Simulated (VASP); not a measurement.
A run of VASP 6.6.1 is set up as follows.

INCAR

```
ALGO = Normal ; EDIFF = 1E-7
ENCUT = 520 ; GGA = PS
ISIF = 2 ; ISMEAR = -1
LASPH = T ; LCHARG = F
LREAL = F ; LWAVE = F
NBANDS = 11 ; NELM = 60
PREC = Accurate ; SIGMA = 0.08
```

Contents of KPOINTS:

```
k-points
0
Gamma
  12 12 12
```

POSCAR

```
Si
1.0
    0.0000000000      2.0817159399      2.0817159399
    2.0817159399      0.0000000000      2.0817159399
    2.0817159399      2.0817159399      0.0000000000
Si
2
Direct
   -0.1250000000     -0.1250000000     -0.1250000000
    0.1250000000      0.1250000000      0.1250000000
```

Potentials or basis: VASP PAW PBE potentials, release 64 (Si).

Command:

```sh
$ cat potpaw_PBE.64/Si/POTCAR > POTCAR
$ mpirun -np 1 vasp_std > vasp.out
```

Estimate the band gap on the k mesh.

zero (band 4 reaches 17.43 eV, above the bottom of band 5 at 15.32 eV).

Estimate the pressure.

339.3 GPa.

Caveat: the PAW data sets were made with another functional, which shifts forces and pressure a little.
